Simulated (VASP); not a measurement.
Crystal: Sc2H.

```
Sc H
1.0
     5.08708    0.00000    0.00000
     0.00000    3.65936    0.00000
     0.00000    0.00000    4.86741
Sc H
4 2
Direct
  0.75000 0.33333 0.25000
  0.75000 0.66667 0.75000
  0.25000 0.33333 0.25000
  0.25000 0.66667 0.75000
  0.00000 0.50000 0.00000
  0.50000 0.50000 0.50000
```

| Quantity | Value |
| --- | --- |
| Program | VASP 6.6.1 |
| Task | relaxation of cell and atoms |
| Functional | PBE |
| Potentials or basis | VASP PAW PBE potentials, release 64 (Sc_sv, H) |
| Cutoff | 600 eV |
| k mesh | 4 × 6 × 4 |
| Occupations | gaussian, width 0.1 eV |
| Spin | no spin polarisation |

At the start: pressure 16.9 GPa; volume 15.10 Å³/atom.

Q: How do energy, volume and symmetry change on relaxing?

A: Over 16 steps the energy falls by 407.6 meV/atom and the volume is 17.27 Å³/atom (+14.4 %); space group Pmna (No. 53, to 0.05 Å).

Step by step:
| step | energy change (eV) | largest force (eV/Å) | pressure (GPa) | volume (Å³) |
| --- | --- | --- | --- | --- |
| 1 | 0.0000 | 1.6576 | 16.92 | 90.61 |
| 2 | -1.9879 | 0.3401 | -1.88 | 112.54 |
| 3 | -1.9975 | 0.2647 | -2.94 | 114.84 |
| 4 | -1.9975 | 0.2808 | -2.72 | 114.33 |
| 5 | -2.1752 | 0.2594 | -1.76 | 110.03 |
| 6 | -2.3461 | 0.2262 | 0.46 | 103.36 |
| 7 | -1.8822 | 0.2594 | 8.92 | 89.96 |
| 8 | -2.3571 | 0.2454 | 1.35 | 101.50 |
| 9 | -2.3592 | 0.2438 | 1.95 | 100.31 |
| 10 | -2.4202 | 0.1461 | 0.95 | 101.93 |
| 11 | -2.4205 | 0.1386 | 0.91 | 102.04 |
| 12 | -2.4415 | 0.0730 | -0.23 | 104.21 |
| 13 | -2.4421 | 0.0624 | -0.41 | 104.61 |
| 14 | -2.4448 | 0.0467 | -0.03 | 103.84 |
| 15 | -2.4449 | 0.0449 | 0.04 | 103.70 |
| 16 | -2.4457 | 0.0270 | 0.03 | 103.64 |

Final structure:
```
CELL_PARAMETERS angstrom
6.14431 0.00000 0.00000
0.00000 3.16487 0.00000
0.00000 0.00000 5.32964
ATOMIC_POSITIONS crystal
Sc 0.75000 0.27790 0.25000
Sc 0.75000 0.72210 0.75000
Sc 0.25000 0.27790 0.25000
Sc 0.25000 0.72210 0.75000
H 0.00000 0.50000 0.00000
H 0.50000 0.50000 0.50000
```
